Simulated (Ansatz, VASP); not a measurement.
**Two plane-wave programs on ZrAl2N3**

The input INCAR:

```
SYSTEM = ZrAl2N3
  PREC = Accurate
  ENCUT = 520
  EDIFF = 1E-7
  ISMEAR = 0
  SIGMA = 0.1
  LREAL = .FALSE.
  LASPH = .TRUE.
  NELM = 60
  ALGO = Normal
  ISIF = 2
  LWAVE = .FALSE.
  LCHARG = .FALSE.
  GGA = PE
  NBANDS = 45
```

File KPOINTS:

```
Automatic mesh
0
G
  6 6 1
  0 0 0
```

The input POSCAR:

```
ZrAl2N3
1.0
    3.2806362500      0.0000000000      0.0000000000
   -1.6403181300      2.8411143400      0.0000000000
    0.0000000000      0.0000000000     16.9531204300
Zr Al N
2 4 6
Direct
    0.3333333300      0.6666666700      0.7500000000
    0.6666666700      0.3333333300      0.2500000000
    0.3333333300      0.6666666700      0.0833333300
    0.3333333300      0.6666666700      0.4166666700
    0.6666666700      0.3333333300      0.9166666700
    0.6666666700      0.3333333300      0.5833333300
    0.0000000000      0.0000000000      0.6666666700
    0.0000000000      0.0000000000      0.0000000000
    0.0000000000      0.0000000000      0.3333333300
    0.0000000000      0.0000000000      0.8333333300
    0.0000000000      0.0000000000      0.1666666700
    0.0000000000      0.0000000000      0.5000000000
```

Input for Ansatz:

```yaml
crystal:
  lattice:
    - [3.28063625, 0.0, 0.0]
    - [-1.64031813, 2.84111434, 0.0]
    - [0.0, 0.0, 16.95312043]
  atoms:
    - { symbol: Zr, position: [0.33333333, 0.66666667, 0.75] }
    - { symbol: Zr, position: [0.66666667, 0.33333333, 0.25] }
    - { symbol: Al, position: [0.33333333, 0.66666667, 0.08333333] }
    - { symbol: Al, position: [0.33333333, 0.66666667, 0.41666667] }
    - { symbol: Al, position: [0.66666667, 0.33333333, 0.91666667] }
    - { symbol: Al, position: [0.66666667, 0.33333333, 0.58333333] }
    - { symbol: "N", position: [0.0, 0.0, 0.66666667] }
    - { symbol: "N", position: [0.0, 0.0, 0.0] }
    - { symbol: "N", position: [0.0, 0.0, 0.33333333] }
    - { symbol: "N", position: [0.0, 0.0, 0.83333333] }
    - { symbol: "N", position: [0.0, 0.0, 0.16666667] }
    - { symbol: "N", position: [0.0, 0.0, 0.5] }
basis:
  ecutwfc: 420
kpoints:
  mp_grid: { grid: [6, 6, 1] }
hamiltonian:
  xc: pbe
scf:
  occupations: { method: gaussian, width: 0.1 }
  lower_state_search: "off"
output:
  forces: true
  stress: true
  eigenvalues: true
```

Alike in both runs: task single point; functional PBE; k mesh 6 × 6 × 1; occupations gaussian, width 0.1 eV; no spin polarisation.

|  | VASP | Ansatz |
| --- | --- | --- |
| version | VASP 6.6.1 | Ansatz 0.2.0 |
| potentials or method | VASP PAW PBE potentials, release 64 (Zr_sv, Al, N), cutoff 520 eV | scalar-relativistic, plane waves, PAW |
| valence electrons in the cell | 66 | 66 |

```csv
,VASP,Ansatz,Ansatz less VASP
gap on the k mesh at the Fermi level (eV),none,none,-
rms of the force components (eV/Å),0.260,0.257,-0.0027
```

Atom by atom the forces differ by 0.003 eV/Å (rms over components). A gap of «none» marks a metal or a gap that the smearing closes. The functional is the same, so the differences come from potentials, cutoffs and numerics.

The k mesh is coarse, so the values compare programs but aren't converged.
